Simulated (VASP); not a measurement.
**Ge: relaxation of shape and atoms at fixed volume with PBE**

Crystal: Ge.

```
Ge
1.0
     4.09834    0.00000    0.00000
    -2.04917    3.54927    0.00000
     0.00000    0.00000    6.75880
Ge
4
Cartesian
  2.0492 1.1831 0.4244
  0.0000 2.3662 3.8038
  2.0492 1.1831 2.9550
  0.0000 2.3662 6.3344
```

This cell differs from its parent crystal: volume scaled by 1.03.

| Item | Value |
| --- | --- |
| Program | VASP 6.6.1 |
| Task | relaxation of shape and atoms at fixed volume |
| Functional | PBE |
| Potentials or basis | VASP PAW PBE potentials, release 64 (Ge_d) |
| Cutoff | 600 eV |
| k mesh | 12 × 12 × 6 |
| Occupations | gaussian, width 0.1 eV |
| Spin | no spin polarisation |
| Dipole correction | no |
| Further INCAR settings | ALGO = Normal; EDIFF = 1e-07; IBRION = 2; EDIFFG = -0.01; NSW = 50; ISIF = 4 |

| Item | Value |
| --- | --- |
| Energy gained by relaxing | 0.0 meV/atom |
| Ionic steps | 2 |
| Pressure after relaxing | -1.7 GPa |
| Band gap on the k mesh | zero (band 28 reaches 4.22 eV, above the bottom of band 29 at 4.21 eV) |

Final structure:
```yaml
crystal:
  lattice:
    - [4.09829, 0.00000, 0.00000]
    - [-2.04914, 3.54922, 0.00000]
    - [0.00000, 0.00000, 6.75897]
  atoms:
    - { symbol: Ge, position: [0.66667, 0.33333, 0.06271] }
    - { symbol: Ge, position: [0.33333, 0.66667, 0.56271] }
    - { symbol: Ge, position: [0.66667, 0.33333, 0.43729] }
    - { symbol: Ge, position: [0.33333, 0.66667, 0.93729] }
```

Levels at points of the mesh, in eV from the Fermi level:
| k point | band 26 | band 27 | band 28 | band 29 | band 30 | band 31 |
| --- | --- | --- | --- | --- | --- | --- |
| (0.00, 0.00, 0.00) | -0.66 | -0.26 | -0.13 | 0.10 | 0.10 | 2.27 |
| (0.50, 0.00, 0.00) | -2.81 | -2.53 | -1.33 | 0.61 | 1.44 | 3.58 |
| (0.00, 0.00, 0.50) | -0.79 | -0.79 | -0.79 | 0.46 | 0.46 | 3.31 |
| (0.50, 0.00, 0.50) | -2.35 | -2.21 | -2.21 | 0.49 | 0.49 | 2.18 |

Wall time 8.4 min on 1 thread of Oxide Virtual Turin-like Processor (shared host), peak memory 0.36 GiB.
